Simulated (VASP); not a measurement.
# GaP (lda) (F-43m) in VASP: notebook

GaP (lda) is run at these levels: LDA; tasks: single point.

Everything below comes from runs of VASP 6.6.1. Logs are shortened: lines on timing, memory, paths and dates and some standing lists are left out, and cuts for length are marked.

### 1 The cell of the first run

It takes space group F-43m (No. 216, cubic). Conventional cell: a = 5.391 Å, b = 5.391 Å, c = 5.391 Å, α = 90.00°, β = 90.00°, γ = 90.00°. Ga (site symmetry -43m) has 4 P at 2.33 Å within 3.1 Å. Within 3.1 Å of P (site symmetry -43m) lie 4 Ga at 2.33 Å.

### 2 Single point, LDA

The input, INCAR:

```
SYSTEM = GaP
PREC = Accurate ; ENCUT = 500
EDIFF = 1E-6 ; ISMEAR = 0
SIGMA = 0.02 ; LREAL = .FALSE.
LASPH = .TRUE. ; NELM = 120
ALGO = Normal ; ISIF = 2
LWAVE = .FALSE. ; LCHARG = .FALSE.
GGA = CA ; NBANDS = 16
GGA_COMPAT = .FALSE.
```

The input, KPOINTS:

```
regular mesh
0
G
  8 8 8
  0 0 0
```

The input, POSCAR:

```
GaP
1.0
    0.0000000000      2.6956550727      2.6956550727
    2.6956550727      0.0000000000      2.6956550727
    2.6956550727      2.6956550727      0.0000000000
Ga P
1 1
Direct
    0.0000000000      0.0000000000      0.0000000000
    0.7500000000      0.7500000000      0.7500000000
```

Potentials or basis: VASP PAW LDA potentials, release 64 (Ga_d, P).

Started as:

```sh
$ cat potpaw_LDA.64/Ga_d/POTCAR potpaw_LDA.64/P/POTCAR > POTCAR
$ mpirun -np 1 vasp_std > vasp.out
```

OUTCAR:

```text
SYSTEM = GaP
   PREC = Accurate
   ENCUT = 500
   EDIFF = 1E-6
   ISMEAR = 0
   LREAL = .FALSE.
   LASPH = .TRUE.
   NELM = 120
   ISIF = 2
   GGA = CA

 ion  position               nearest neighbor table
   1  0.000  0.000  0.000-   2 2.33   2 2.33   2 2.33   2 2.33
   2  0.750  0.750  0.750-   1 2.33   1 2.33   1 2.33   1 2.33

  LATTYP: Found a face centered cubic cell.
 ALAT       =     5.3913101454

  Lattice vectors:

 A1 = (   0.0000000000,   2.6956550727,   2.6956550727)
 A2 = (   2.6956550727,   0.0000000000,   2.6956550727)
 A3 = (   2.6956550727,   2.6956550727,   0.0000000000)

Analysis of symmetry for initial positions (statically):
[... 5 lines left out ...]
 face centered cubic supercell.

 Subroutine GETGRP returns: Found 24 space group operations
 (whereof 24 operations were pure point group operations)
 out of a pool of 48 trial point group operations.

The static configuration has the point symmetry T_d .

Analysis of symmetry for dynamics (positions and initial velocities):
[... 5 lines left out ...]
 face centered cubic supercell.

 Subroutine GETGRP returns: Found 24 space group operations
 (whereof 24 operations were pure point group operations)
 out of a pool of 48 trial point group operations.

The dynamic configuration has the point symmetry T_d .

 Subroutine INISYM returns: Found 24 space group operations
 (whereof 24 operations are pure point group operations),
 and found     1 'primitive' translations

----------------------------------------------------------------------------------------

                                     Primitive cell

  volume of cell :      39.1763

  direct lattice vectors                    reciprocal lattice vectors
     0.000000000  2.695655073  2.695655073    -0.185483672  0.185483672  0.185483672
     2.695655073  0.000000000  2.695655073     0.185483672 -0.185483672  0.185483672
     2.695655073  2.695655073  0.000000000     0.185483672  0.185483672 -0.185483672

  length of vectors
     3.812231963  3.812231963  3.812231963     0.321267143  0.321267143  0.321267143

  position of ions in fractional coordinates (direct lattice)
     0.000000000  0.000000000  0.000000000
     0.750000000  0.750000000  0.750000000

  ion indices of the primitive-cell ions
   primitive index   ion index
                 1           1
                 2           2

----------------------------------------------------------------------------------------

 KPOINTS: regular mesh

Automatic generation of k-mesh.
 Grid dimensions read from file:
[... 57 lines left out ...]
   ISTART =      0    job   : 0-new  1-cont  2-samecut
   ICHARG =      2    charge: 1-file 2-atom 10-const
   ISPIN  =      1    spin polarized calculation?
   LNONCOLLINEAR =      F non collinear calculations
   LSORBIT =      F    spin-orbit coupling
   LASPH  =      T    aspherical Exc in radial PAW
   ENCUT  =  500.0 eV  36.75 Ry    6.06 a.u.   6.95  6.95  6.95*2*pi/ulx,y,z
   NELM   =    120;   NELMIN=  2; NELMDL= -5     # of ELM steps
   EDIFF  = 0.1E-05   stopping-criterion for ELM
   LREAL  =      F    real-space projection
   EDIFFG = 0.1E-04   stopping-criterion for IOM
   NSW    =      0    number of steps for IOM
   IBRION =     -1    ionic relax: 0-MD 1-quasi-New 2-CG
   NFREE  =      0    steps in history (QN), initial steepest desc. (CG)
   ISIF   =      2    stress and relaxation
   ISYM   =      2    0-nonsym 1-usesym 2-fastsym
   POTIM  = 0.5000    time-step for ionic-motion
   TEBEG  =    0.0;   TEEND  =   0.0 temperature during run
   PSTRESS=    0.0 pullay stress
   NELECT =      18.0000    total number of electrons
   NUPDOWN=      -1.0000    fix difference up-down
   EMIN   =  10.00;   EMAX   =-10.00  energy-range for DOS
   EFERMI =   0.00;   METHOD = LEGACY
   ISMEAR =     0;   SIGMA  =   0.02  broadening in eV -4-tet -1-fermi 0-gaus
   EFERMI_NEDOS =   21; number of points for ismear=-14 and -15
   IALGO  =     38    algorithm
   IMIX   =      4    mixing-type and parameters
     AMIX     =   0.40;   BMIX     =  1.00
     AMIX_MAG =   1.60;   BMIX_MAG =  1.00
  volume/ion in A,a.u.               =      19.59       132.19
  Fermi-wavevector in a.u.,A,eV,Ry     =   1.263256  2.387208 21.712389  1.595816
  Thomas-Fermi vector in A             =   2.396622
   LORBIT       =      0    0 simple, 1 ext, 2 COOP (PROOUT), +10 PAW based schemes
   GGA     = CA    functional components
   LHFCALC =     F    Hartree Fock is set to
   AEXX    =    0.0000 exact exchange contribution
   IVDW    =     0    specifies the selected vdW correction
   LEPSILON=     F    determine dielectric tensor
   LRPA    =     F    only Hartree local field effects (RPA)
 non-spin polarized calculation
 Gauss-broadening in eV      SIGMA  =   0.02
  energy-cutoff  :      500.00
  volume of cell :       39.18
 maximum number of plane-waves:      1006
   NGX = 13   NGY = 13   NGZ = 13

 number of electron      17.9999998 magnetization

 Free energy of the ion-electron system (eV)
  ---------------------------------------------------
  ext. energy  EPLUGINS =         0.00000000
  ---------------------------------------------------
  free energy    TOTEN  =       -10.45066246 eV

  energy without entropy =      -10.45066246  energy(sigma->0) =      -10.45066246

 E-fermi :   4.9422     XC(G=0): -10.3108

 val. band max:        4.8485046193   @ k =   0.0000   0.0000   0.0000
 cond. band min:       6.2781270258   @ k =   0.5000   0.5000   0.0000
 fundamental gap:      1.4296224065
 Fermi energy:         4.9422152039

 k-point     1 :       0.0000    0.0000    0.0000
  band No.  band energies     occupation
      1      -9.9174      2.00000
      2      -9.9174      2.00000
      3      -9.9174      2.00000
      4      -9.8090      2.00000
      5      -9.8090      2.00000
      6      -7.9120      2.00000
[... 433 lines left out ...]
      3      -9.8703      2.00000
      4      -9.8151      2.00000
      5      -9.8011      2.00000
      6      -5.2877      2.00000
[... 8 lines left out ...]
     15      16.8443      0.00000
     16      17.4333      0.00000

 [... further k-points ...]
[... 5 lines left out ...]
  --------------------------------------------------------------------------------------
  -------------------------------------------------------------------------------------
  Total        0.0178546      0.0178546      0.0178546     -0.0000000      0.0000000     -0.0000000
  in kB        0.7301917      0.7301917      0.7301917     -0.0000000      0.0000000     -0.0000000
  external PRESSURE =       0.7301917 kB  Pullay stress =       0.0000000 kB

 VOLUME and BASIS-vectors are now :
 -----------------------------------------------------------------------------
  energy-cutoff  :      500.00
  volume of cell :       39.18
      direct lattice vectors                 reciprocal lattice vectors
     0.000000000  2.695655073  2.695655073    -0.185483672  0.185483672  0.185483672
     2.695655073  0.000000000  2.695655073     0.185483672 -0.185483672  0.185483672
     2.695655073  2.695655073  0.000000000     0.185483672  0.185483672 -0.185483672

 POSITION                                       TOTAL-FORCE (eV/Angst)
 -----------------------------------------------------------------------------------
      0.00000      0.00000      0.00000        -0.000000     -0.000000      0.000000
      4.04348      4.04348      4.04348         0.000000      0.000000     -0.000000
 -----------------------------------------------------------------------------------
    total drift:                               -0.000000     -0.000000     -0.000000

  FREE ENERGIE OF THE ION-ELECTRON SYSTEM (eV)
  ---------------------------------------------------
  free  energy   TOTEN  =       -10.4506624592 eV

  energy  without entropy=      -10.4506624592  energy(sigma->0) =      -10.45066246
```

OSZICAR:

```text
N       E                     dE             d eps       ncg     rms          rms(c)
DAV:   1     0.791881393315E+02    0.79188E+02   -0.88156E+03   952   0.160E+03
DAV:   2    -0.449001356152E+01   -0.83678E+02   -0.80108E+02  1024   0.312E+02
DAV:   3    -0.106831191109E+02   -0.61931E+01   -0.61712E+01  1136   0.658E+01
DAV:   4    -0.107831287439E+02   -0.10001E+00   -0.99981E-01  1176   0.892E+00
DAV:   5    -0.107850417489E+02   -0.19130E-02   -0.19130E-02  1152   0.111E+00    0.449E+00
DAV:   6    -0.105061388363E+02    0.27890E+00   -0.36637E-01  1464   0.106E+01    0.290E+00
DAV:   7    -0.104553969520E+02    0.50742E-01   -0.89688E-02  1224   0.211E+00    0.108E+00
DAV:   8    -0.104507005196E+02    0.46964E-02   -0.11779E-02  1120   0.120E+00    0.211E-01
DAV:   9    -0.104506580157E+02    0.42504E-04   -0.10120E-03  1352   0.407E-01    0.625E-02
DAV:  10    -0.104506565406E+02    0.14751E-05   -0.55954E-05  1432   0.894E-02    0.265E-02
DAV:  11    -0.104506627226E+02   -0.61819E-05   -0.98170E-06  1168   0.457E-02    0.836E-03
DAV:  12    -0.104506624592E+02    0.26334E-06   -0.50119E-07   808   0.817E-03
   1 F= -.10450662E+02 E0= -.10450662E+02  d E =-.193053E-13
```

stdout:

```text
POSCAR found type information on POSCAR GaP
 POSCAR found :  2 types and       2 ions
 scaLAPACK will be used
 LDA part: xc-table for (Slater(with rela. corr.)+CA(PZ))
 , standard interpolation
 POSCAR, INCAR and KPOINTS ok, starting setup
 FFT: planning ... GRIDC
 FFT: planning ... GRID_SOFT
 FFT: planning ... GRID
 WAVECAR not read
 entering main loop
```

Wall time 7.8 s (1 thread of Intel Xeon Platinum 8559C (Emerald Rapids), shared host); peak memory 0.14 GiB.

Results:

```yaml
Free_energy: -10.4507 eV
Pressure: 0.1 GPa
Band_gap_on_the_k_mesh: 1.43 eV, indirect (least direct gap 1.91 eV)
```

A k mesh can miss the band edges. Expect the measured gap to be larger: semilocal functionals such as LDA lack the derivative discontinuity.

(Part 1 of 2 ends here.)
